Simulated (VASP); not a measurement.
# GaN (Fm-3m) in VASP: electric field gradients with LDA

Aim: the electric field gradients of GaN with LDA.

All numbers are computed with VASP 6.6.1; they aren't measurements. Logs are shortened: lines on timing, memory, paths and dates and some standing lists are left out, and cuts for length are marked.

## 1. The cell of the first run

Symmetry: Fm-3m, No. 225, cubic system. Conventional cell: a = 3.985 Å, b = 3.985 Å, c = 3.985 Å, α = 90.00°, β = 90.00°, γ = 90.00°. Ga (site symmetry m-3m) has 6 N at 1.99 Å within 2.6 Å. Within 2.6 Å of N (site symmetry m-3m) lie 6 Ga at 1.99 Å.

## 2. Electric field gradients, LDA

The input, INCAR:

```
SYSTEM = GaN
PREC = Accurate ; ENCUT = 520
EDIFF = 1E-8 ; ISMEAR = -1
SIGMA = 0.02 ; LREAL = .FALSE.
LASPH = .TRUE. ; NELM = 80
ALGO = Normal ; ISIF = 2
LWAVE = .FALSE. ; LCHARG = .FALSE.
GGA = CA ; LEFG = .TRUE.
NBANDS = 16
```

The input, KPOINTS:

```
regular mesh
0
G
  13 13 13
  0 0 0
```

The input, POSCAR:

```
GaN
1.0
    0.0000000000      1.9925000000      1.9925000000
    1.9925000000      0.0000000000      1.9925000000
    1.9925000000      1.9925000000      0.0000000000
Ga N
1 1
Direct
    0.5000000000      0.5000000000      0.5000000000
    0.0000000000      0.0000000000      0.0000000000
```

Potentials or basis: VASP PAW LDA potentials, release 64 (Ga_d, N).

On the command line:

```bash
$ cat potpaw_LDA.64/Ga_d/POTCAR potpaw_LDA.64/N/POTCAR > POTCAR
$ mpirun -np 1 vasp_std > vasp.out
```

OUTCAR:

```text
SYSTEM = GaN
   PREC = Accurate
   ENCUT = 520
   EDIFF = 1E-8
   ISMEAR = -1
   LREAL = .FALSE.
   LASPH = .TRUE.
   NELM = 80
   ISIF = 2
   GGA = CA

 ion  position               nearest neighbor table
   1  0.500  0.500  0.500-   2 1.99   2 1.99   2 1.99   2 1.99   2 1.99   2 1.99
   2  0.000  0.000  0.000-   1 1.99   1 1.99   1 1.99   1 1.99   1 1.99   1 1.99

  LATTYP: Found a face centered cubic cell.
 ALAT       =     3.9850000000

  Lattice vectors:

 A1 = (   0.0000000000,   1.9925000000,   1.9925000000)
 A2 = (   1.9925000000,   0.0000000000,   1.9925000000)
 A3 = (   1.9925000000,   1.9925000000,   0.0000000000)

Analysis of symmetry for initial positions (statically):
=====================================================================
 Subroutine PRICEL returns:
 Original cell was already a primitive cell.

 Routine SETGRP: Setting up the symmetry group for a
 face centered cubic supercell.

 Subroutine GETGRP returns: Found 48 space group operations
 (whereof 48 operations were pure point group operations)
 out of a pool of 48 trial point group operations.

The static configuration has the point symmetry O_h .

Analysis of symmetry for dynamics (positions and initial velocities):
=====================================================================
 Subroutine PRICEL returns:
 Original cell was already a primitive cell.

 Routine SETGRP: Setting up the symmetry group for a
 face centered cubic supercell.

 Subroutine GETGRP returns: Found 48 space group operations
 (whereof 48 operations were pure point group operations)
 out of a pool of 48 trial point group operations.

The dynamic configuration has the point symmetry O_h .

 Subroutine INISYM returns: Found 48 space group operations
 (whereof 48 operations are pure point group operations),
 and found     1 'primitive' translations

----------------------------------------------------------------------------------------

                                     Primitive cell

  volume of cell :      15.8207

  direct lattice vectors                    reciprocal lattice vectors
     0.000000000  1.992500000  1.992500000    -0.250941029  0.250941029  0.250941029
     1.992500000  0.000000000  1.992500000     0.250941029 -0.250941029  0.250941029
     1.992500000  1.992500000  0.000000000     0.250941029  0.250941029 -0.250941029

  length of vectors
     2.817820523  2.817820523  2.817820523     0.434642612  0.434642612  0.434642612

  position of ions in fractional coordinates (direct lattice)
     0.500000000  0.500000000  0.500000000
     0.000000000  0.000000000  0.000000000

  ion indices of the primitive-cell ions
   primitive index   ion index
                 1           1
                 2           2

----------------------------------------------------------------------------------------

 KPOINTS: regular mesh

Automatic generation of k-mesh.
 Grid dimensions read from file:
 generate k-points for:   13   13   13

 Generating k-lattice:

  Cartesian coordinates                     Fractional coordinates (reciprocal lattice)
    -0.019303156  0.019303156  0.019303156     0.076923077  0.000000000  0.000000000
     0.019303156 -0.019303156  0.019303156     0.000000000  0.076923077  0.000000000
     0.019303156  0.019303156 -0.019303156     0.000000000  0.000000000  0.076923077

  Length of vectors
     0.033434047  0.033434047  0.033434047

  Shift w.r.t. Gamma in fractional coordinates (k-lattice)
     0.000000000  0.000000000  0.000000000

 Subroutine IBZKPT returns following result:
 ===========================================

 Found     84 irreducible k-points:

 Following reciprocal coordinates:
            Coordinates               Weight
  0.000000  0.000000  0.000000      1.000000
  0.076923  0.000000  0.000000      8.000000
  0.153846  0.000000  0.000000      8.000000
  0.230769  0.000000  0.000000      8.000000
  0.307692  0.000000  0.000000      8.000000
  0.384615  0.000000  0.000000      8.000000
[... 16 lines left out ...]
  0.384615  0.153846  0.000000     24.000000
  0.461538  0.153846  0.000000     24.000000
 [... further k-points ...]
   k-points           NKPTS =     84   k-points in BZ     NKDIM =     84   number of bands    NBANDS=     16
   number of dos      NEDOS =    301   number of ions     NIONS =      2
   total plane-waves  NPLWV =  13824
   dimension x,y,z NGX =    24 NGY =   24 NGZ =   24
   dimension x,y,z NGXF=    48 NGYF=   48 NGZF=   48
   ions per type =               1   1
   NGX,Y,Z   is equivalent  to a cutoff of  14.16, 14.16, 14.16 a.u.
   NGXF,Y,Z  is equivalent  to a cutoff of  28.32, 28.32, 28.32 a.u.
 SYSTEM =  GaN
   PREC   = accura    normal or accurate (medium, high low for compatibility)
   ISTART =      0    job   : 0-new  1-cont  2-samecut
   ICHARG =      2    charge: 1-file 2-atom 10-const
   ISPIN  =      1    spin polarized calculation?
   LNONCOLLINEAR =      F non collinear calculations
   LSORBIT =      F    spin-orbit coupling
   LASPH  =      T    aspherical Exc in radial PAW
   ENCUT  =  520.0 eV  38.22 Ry    6.18 a.u.   5.24  5.24  5.24*2*pi/ulx,y,z
   NELM   =     80;   NELMIN=  2; NELMDL= -5     # of ELM steps
   EDIFF  = 0.1E-07   stopping-criterion for ELM
   LREAL  =      F    real-space projection
   EDIFFG = 0.1E-06   stopping-criterion for IOM
   NSW    =      0    number of steps for IOM
   IBRION =     -1    ionic relax: 0-MD 1-quasi-New 2-CG
   NFREE  =      0    steps in history (QN), initial steepest desc. (CG)
   ISIF   =      2    stress and relaxation
   ISYM   =      2    0-nonsym 1-usesym 2-fastsym
   POTIM  = 0.5000    time-step for ionic-motion
   TEBEG  =    0.0;   TEEND  =   0.0 temperature during run
   PSTRESS=    0.0 pullay stress
   NELECT =      18.0000    total number of electrons
   NUPDOWN=      -1.0000    fix difference up-down
   EMIN   =  10.00;   EMAX   =-10.00  energy-range for DOS
   EFERMI =   0.00;   METHOD = LEGACY
   ISMEAR =    -1;   SIGMA  =   0.02  broadening in eV -4-tet -1-fermi 0-gaus
   EFERMI_NEDOS =   21; number of points for ismear=-14 and -15
   IALGO  =     38    algorithm
   IMIX   =      4    mixing-type and parameters
     AMIX     =   0.40;   BMIX     =  1.00
     AMIX_MAG =   1.60;   BMIX_MAG =  1.00
  volume/ion in A,a.u.               =       7.91        53.38
  Fermi-wavevector in a.u.,A,eV,Ry     =   1.709060  3.229655 39.741073  2.920886
  Thomas-Fermi vector in A             =   2.787614
   LORBIT       =      0    0 simple, 1 ext, 2 COOP (PROOUT), +10 PAW based schemes
   GGA     = CA    functional components
   LHFCALC =     F    Hartree Fock is set to
   AEXX    =    0.0000 exact exchange contribution
   IVDW    =     0    specifies the selected vdW correction
   LEPSILON=     F    determine dielectric tensor
   LRPA    =     F    only Hartree local field effects (RPA)
 non-spin polarized calculation
  energy-cutoff  :      520.00
  volume of cell :       15.82
 maximum number of plane-waves:       440
 NGX is ok and might be reduce to    24
   NGX = 11   NGY = 11   NGZ = 11

 number of electron      17.9999999 magnetization

 Free energy of the ion-electron system (eV)
  ---------------------------------------------------
  ext. energy  EPLUGINS =         0.00000000
  ---------------------------------------------------
  free energy    TOTEN  =       -12.71687679 eV

  energy without entropy =      -12.71687679  energy(sigma->0) =      -12.71687679

 E-fermi :  10.6273     XC(G=0): -14.5247

 val. band max:       10.1210173734   @ k =  -0.2308   0.1538   0.0000
 cond. band min:      11.8500769069   @ k =   0.4615   0.4615   0.0000
 fundamental gap:      1.7290595335
 Fermi energy:        10.6272561671

 k-point     1 :       0.0000    0.0000    0.0000
  band No.  band energies     occupation
      1      -9.0365      2.00000
      2      -4.0078      2.00000
      3      -4.0078      2.00000
      4      -4.0078      2.00000
      5      -3.8521      2.00000
      6      -3.8521      2.00000
[... 8 lines left out ...]
     15      28.3467      0.00000
     16      28.3467      0.00000

 k-point     2 :       0.0769    0.0000    0.0000
  band No.  band energies     occupation
      1      -8.8977      2.00000
      2      -4.0185      2.00000
      3      -3.9976      2.00000
      4      -3.9976      2.00000
      5      -3.8682      2.00000
      6      -3.8682      2.00000
[... 8 lines left out ...]
     15      27.9149      0.00000
     16      27.9149      0.00000

 k-point     3 :       0.1538    0.0000    0.0000
  band No.  band energies     occupation
      1      -8.4872      2.00000
      2      -4.0489      2.00000
      3      -4.0041      2.00000
      4      -4.0041      2.00000
      5      -3.8770      2.00000
      6      -3.8770      2.00000
[... 8 lines left out ...]
     15      28.0874      0.00000
     16      28.0874      0.00000

 k-point     4 :       0.2308    0.0000    0.0000
  band No.  band energies     occupation
      1      -7.8272      2.00000
      2      -4.0959      2.00000
      3      -4.0780      2.00000
      4      -4.0780      2.00000
      5      -3.8224      2.00000
      6      -3.8224      2.00000
[... 8 lines left out ...]
     15      29.1774      0.00000
     16      29.1774      0.00000

 k-point     5 :       0.3077    0.0000    0.0000
  band No.  band energies     occupation
      1      -6.9654      2.00000
      2      -4.1718      2.00000
      3      -4.1718      2.00000
      4      -4.1606      2.00000
      5      -3.7465      2.00000
      6      -3.7465      2.00000
[... 8 lines left out ...]
     15      30.8210      0.00000
     16      30.8210      0.00000

 k-point     6 :       0.3846    0.0000    0.0000
  band No.  band energies     occupation
      1      -6.0043      2.00000
      2      -4.2615      2.00000
      3      -4.2508      2.00000
      4      -4.2508      2.00000
      5      -3.6802      2.00000
      6      -3.6802      2.00000
[... 8 lines left out ...]
     15      32.8733      0.00000
     16      32.8733      0.00000
[... 267 lines left out ...]
 k-point    21 :       0.2308    0.1538    0.0000
  band No.  band energies     occupation
      1      -7.8830      2.00000
      2      -4.1121      2.00000
      3      -4.0919      2.00000
      4      -3.9260      2.00000
      5      -3.8698      2.00000
      6      -3.7794      2.00000
[... 8 lines left out ...]
     15      32.2416      0.00000
     16      32.7809      0.00000

 k-point    22 :       0.3077    0.1538    0.0000
  band No.  band energies     occupation
      1      -7.2465      2.00000
      2      -4.1804      2.00000
      3      -4.1097      2.00000
      4      -3.9810      2.00000
      5      -3.7536      2.00000
      6      -3.7134      2.00000
[... 8 lines left out ...]
     15      32.2523      0.00000
     16      33.5259      0.00000

 k-point    23 :       0.3846    0.1538    0.0000
  band No.  band energies     occupation
      1      -6.5252      2.00000
      2      -4.2574      2.00000
      3      -4.0779      2.00000
      4      -4.0626      2.00000
      5      -3.6539      2.00000
      6      -3.5612      2.00000
[... 8 lines left out ...]
     15      32.5211      0.00000
     16      34.9229      0.00000

 k-point    24 :       0.4615    0.1538    0.0000
  band No.  band energies     occupation
      1      -5.9042      2.00000
      2      -4.3295      2.00000
      3      -4.1426      2.00000
      4      -4.0155      2.00000
      5      -3.6241      2.00000
      6      -3.2585      2.00000
[... 8 lines left out ...]
     15      32.9098      0.00000
     16      36.2498      0.00000

 [... further k-points ...]
[... 5 lines left out ...]
  --------------------------------------------------------------------------------------
  -------------------------------------------------------------------------------------
  Total        5.1685110      5.1685110      5.1685110      0.0000000      0.0000000      0.0000000
  in kB      523.4208819    523.4208819    523.4208819      0.0000000      0.0000000      0.0000000
  external PRESSURE =     523.4208819 kB  Pullay stress =       0.0000000 kB

 VOLUME and BASIS-vectors are now :
 -----------------------------------------------------------------------------
  energy-cutoff  :      520.00
  volume of cell :       15.82
      direct lattice vectors                 reciprocal lattice vectors
     0.000000000  1.992500000  1.992500000    -0.250941029  0.250941029  0.250941029
     1.992500000  0.000000000  1.992500000     0.250941029 -0.250941029  0.250941029
     1.992500000  1.992500000  0.000000000     0.250941029  0.250941029 -0.250941029

 POSITION                                       TOTAL-FORCE (eV/Angst)
 -----------------------------------------------------------------------------------
      1.99250      1.99250      1.99250        -0.000000      0.000000      0.000000
      0.00000      0.00000      0.00000         0.000000      0.000000      0.000000
 -----------------------------------------------------------------------------------
    total drift:                                0.000000     -0.000000      0.000000

  FREE ENERGIE OF THE ION-ELECTRON SYSTEM (eV)
  ---------------------------------------------------
  free  energy   TOTEN  =       -12.7168767941 eV

  energy  without entropy=      -12.7168767941  energy(sigma->0) =      -12.71687679

 Electric field gradients (V/A^2)
---------------------------------------------------------------------
 ion       V_xx      V_yy      V_zz      V_xy      V_xz      V_yz
---------------------------------------------------------------------
   1      -0.000     0.000    -0.000    -0.002    -0.002    -0.002
   2       0.000    -0.000    -0.000     0.000     0.000     0.000
---------------------------------------------------------------------

 Electric field gradients after diagonalization (V/A^2)
 (convention: |V_zz| > |V_xx| > |V_yy|)
----------------------------------------------------------------------
 ion       V_xx      V_yy      V_zz     asymmetry (V_yy - V_xx)/ V_zz
----------------------------------------------------------------------
   1       0.002     0.002    -0.004       0.000
   2      -0.000    -0.000     0.001       0.000
----------------------------------------------------------------------

           NMR quadrupolar parameters

 Cq : quadrupolar parameter    Cq=e*Q*V_zz/h
 eta: asymmetry parameters     (V_yy - V_xx)/ V_zz
 Q  : nuclear electric quadrupole moment in mb (millibarn)
----------------------------------------------------------------------
 ion       Cq(MHz)       eta       Q (mb)
----------------------------------------------------------------------
   1      -0.000       0.000       1.000
   2       0.000       0.000       1.000
----------------------------------------------------------------------
```

It took 8.7 s on 1 thread of Intel Xeon 6975P-C (Granite Rapids), shared host; peak memory 0.14 GiB.

What came out:

| Item | Value |
| --- | --- |
| Free energy | -12.7169 eV |
| Pressure | 52.3 GPa |
| Band gap on the k mesh | 1.73 eV, indirect (least direct gap 5.31 eV) |

Levels at points of the mesh, in eV from the valence-band top:
| k point | band 7 | band 8 | band 9 | band 10 | band 11 | band 12 |
| --- | --- | --- | --- | --- | --- | --- |
| (0.00, 0.00, 0.00) | -0.77 | -0.77 | -0.77 | 4.54 | 15.74 | 15.74 |

Caveat: without QUAD_EFG the Cq values of the log hold for a quadrupole moment of 1 mb, not for the nuclei.
